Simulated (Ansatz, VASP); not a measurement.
## Sc in VASP and in Ansatz

```
Sc
1.0
     0.00000    2.33861    2.23644
     2.33861    0.00000    2.23644
     2.33861    2.33861    0.00000
Sc
1
Cartesian
  0.0000 0.0000 0.0000
```

Change from the starting cell: strain +0.030 along x and y, -0.015 along z, atoms carried along.

Alike in both runs: task single point; functional PBEsol; k mesh 18 × 18 × 18; occupations gaussian, width 0.15 eV; no spin polarisation.

|  | VASP | Ansatz |
| --- | --- | --- |
| version | VASP 6.6.1 | Ansatz 0.2.0 |
| potentials or method | VASP PAW PBE potentials, release 64 (Sc_sv), cutoff 520 eV | scalar-relativistic, plane waves, PAW |
| valence electrons in the cell | 11 | 11 |

Ansatz gave:

```
gap on the k mesh at the Fermi level (eV)                     : none
pressure (GPa)                                                : -1.8
traceless stress, the component that is largest in VASP (GPa) : 0.76
```

Problem. Which values does VASP return?

Solution. gap on the k mesh at the Fermi level (eV): none; pressure (GPa): -1.8; traceless stress, the component that is largest in VASP (GPa): 0.77.

VASP's potentials were made for PBE, not for PBEsol. A gap of «none» marks a metal or a gap that the smearing closes. With one functional, cell and mesh, what is left measures potentials, basis and numerics.
